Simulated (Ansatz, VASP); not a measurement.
**WSe2: VASP beside Ansatz**

```
Se W
1.0
     3.28200    0.00000    0.00000
    -1.64100    2.84230    0.00000
     0.00000    0.00000   30.48200
Se W
2 1
Direct
  0.66667 0.33333 0.29533
  0.66667 0.33333 0.40479
  0.33333 0.66667 0.35006
```

Alike in both runs: functional PBEsol; k mesh 12 × 12 × 1; occupations gaussian, width 0.02 eV; no spin polarisation.

Ansatz relaxed the structure, and its values are those at the end. VASP's run is a single point on that final structure, the one shown.

```csv
,VASP,Ansatz
version,VASP 6.6.1,Ansatz 0.2.0
potentials or method,"VASP PAW PBE potentials, release 64 (Se, W_sv)","scalar-relativistic, plane waves, PAW"
plane-wave cutoff (eV),520,420
valence electrons in the cell,26,46
```

Ansatz gave:

| Quantity | Value |
| --- | --- |
| gap on the k mesh at the Fermi level (eV) | 1.64 |
| least direct gap on the mesh (eV) | 1.64 |
| rms of the force components (eV/Å) | 0.000 |

Estimate VASP's values.

gap on the k mesh at the Fermi level (eV): 1.64; least direct gap on the mesh (eV): 1.64; rms of the force components (eV/Å): 0.029.

VASP's potentials were made for PBE, not for PBEsol. VASP's potentials hold 26 valence electrons a cell and Ansatz's 46, so a difference there can come from the potentials and not from the codes. Ansatz's warnings: slab cell height set.

Spin-orbit coupling is off throughout.
